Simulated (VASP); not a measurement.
A run of VASP 6.6.1 is set up as follows.

INCAR

```
ALGO = Normal ; EDIFF = 1E-6
EDIFFG = -0.02 ; ENCUT = 520
GGA = PE ; IBRION = 2
ISIF = 2 ; ISMEAR = -1
LASPH = T ; LCHARG = F
LREAL = F ; LWAVE = F
NELM = 100 ; NSW = 80
PREC = Accurate ; SIGMA = 0.05
```

File KPOINTS:

```
k-points
0
Gamma
  11 11 1
```

POSCAR

```
Si
1.0
    2.3993200000      0.0000000000      0.0000000000
    0.0000000000      2.4179400000      0.0000000000
    0.0000000000      0.0000000000     23.8000000000
Si
1
Direct
    0.5000000000      0.5000000000      0.2941200000
```

Potentials or basis: VASP PAW PBE potentials, release 64 (Si).

Command:

```sh
$ cat potpaw_PBE.64/Si/POTCAR > POTCAR
$ mpirun -np 1 vasp_std > vasp.out
```

**Question.** What does it give for the band gap on the k mesh?

**Answer.** Zero (band 2 reaches -2.83 eV, above the bottom of band 3 at -3.29 eV).

Final structure:
```
Si
1.0
     2.39932    0.00000    0.00000
     0.00000    2.41794    0.00000
     0.00000    0.00000   23.80000
Si
1
Cartesian
  1.1997 1.2090 7.0001
```

Caveat: the relaxation stopped at its first step, so nothing moved.
